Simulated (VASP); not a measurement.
MgTl, 2 atoms in the cell. It takes space group R-3m (No. 166, trigonal). The conventional cell has a = 4.838 Å, b = 4.838 Å, c = 7.110 Å, α = 90.00°, β = 90.00°, γ = 120.00°. Within 4.0 Å of Mg (site symmetry -3m) lie 8 Tl at 3.03 to 3.55 Å and 6 Mg at 3.66 Å. Tl (site symmetry -3m) has 8 Mg at 3.03 to 3.55 Å and 6 Tl at 3.66 Å within 4.0 Å.  This cell differs from its parent crystal: ratio of the length along [111] to the lengths across it x 1.2, volume and fractional coordinates fixed.

| Item | Value |
| --- | --- |
| Program | VASP 6.6.1 |
| Task | single point |
| Functional | PBEsol |
| Potentials or basis | VASP PAW PBE potentials, release 64 (Mg, Tl_d) |
| Cutoff | 520 eV |
| k mesh | 14 × 14 × 14 |
| Occupations | gaussian, width 0.15 eV |
| Spin | no spin polarisation |
| Dipole correction | no |
| Further INCAR settings | ALGO = Fast; EDIFF = 1e-06; NBANDS = 14 |

Potentials or basis: VASP PAW PBE potentials, release 64 (Mg, Tl_d).

Run with:

```sh
$ cat potpaw_PBE.64/Mg/POTCAR potpaw_PBE.64/Tl_d/POTCAR > POTCAR
$ mpirun -np 1 vasp_std > vasp.out
```

Hardware: 1 thread of Intel(R) Xeon(R) 6975P-C (Granite Rapids) (shared host).

Question: How long does it take, and how much memory?

Answer: Run time: 55 s on 1 thread of Intel(R) Xeon(R) 6975P-C (Granite Rapids), with other jobs on the host, peak memory 0.32 GiB. Counts: scf iterations 12, k points 288.
